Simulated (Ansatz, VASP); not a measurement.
**One calculation of W, two programs**

```
W
1.0
    -1.58234    1.58234    1.58234
     1.58234   -1.58234    1.58234
     1.58234    1.58234   -1.58234
W
1
Direct
  0.00000 0.00000 0.00000
```

Alike in both runs: task single point; functional PBE; k mesh 18 × 18 × 18; occupations gaussian, width 0.1 eV; no spin polarisation.

|  | VASP | Ansatz |
| --- | --- | --- |
| version | VASP 6.6.1 | Ansatz 0.2.0 |
| potentials or method | VASP PAW PBE potentials, release 64 (W_sv), cutoff 520 eV | scalar-relativistic, plane waves, PAW |
| valence electrons in the cell | 14 | 14 |

|  | VASP | Ansatz | Ansatz less VASP |
| --- | --- | --- | --- |
| gap on the k mesh at the Fermi level (eV) | none | none | - |
| pressure (GPa) | 6.2 | 5.7 | -0.55 |

A gap of «none» marks a metal or a gap that the smearing closes. With one functional, cell and mesh, what is left measures potentials, basis and numerics.

Spin-orbit coupling is off throughout.
